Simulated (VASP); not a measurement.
A run of VASP 6.6.1 is set up as follows.

INCAR

```
SYSTEM = SnTe
PREC     = Accurate       ! precision mode
ENCUT    = 520            ! plane-wave cutoff, eV
EDIFF    = 1E-8           ! SCF threshold, eV
ISMEAR   = -1             ! smearing method
SIGMA    = 0.08           ! smearing width, eV
LREAL    = .False.        ! projectors in reciprocal space
LASPH    = .True.         ! aspherical terms in the spheres
NELM     = 80             ! most SCF steps
ALGO     = Normal         ! electronic algorithm
ISIF     = 2              ! what is computed and relaxed
LWAVE    = .False.        ! write WAVECAR
LCHARG   = .False.        ! write CHGCAR
GGA      = PS             ! functional
LEFG     = .True.       
NBANDS   = 17             ! bands
```

Contents of KPOINTS:

```
regular mesh
0
Gamma
  11 11 11
  0 0 0
```

POSCAR

```
SnTe
1.0
    0.0000000000      3.1565000000      3.1565000000
    3.1565000000      0.0000000000      3.1565000000
    3.1565000000      3.1565000000      0.0000000000
Sn Te
1 1
Direct
    0.0000000000      0.0000000000      0.0000000000
    0.5000000000      0.5000000000      0.5000000000
```

Potentials or basis: VASP PAW PBE potentials, release 64 (Sn_d, Te).

The run is started by

```sh
$ cat potpaw_PBE.64/Sn_d/POTCAR potpaw_PBE.64/Te/POTCAR > POTCAR
$ mpirun -np 1 vasp_std > vasp.out
```

(1) Estimate the pressure.

## Answers

(1) -0.5 GPa.

Caveat: the PAW data sets were made with another functional, which shifts forces and pressure a little.
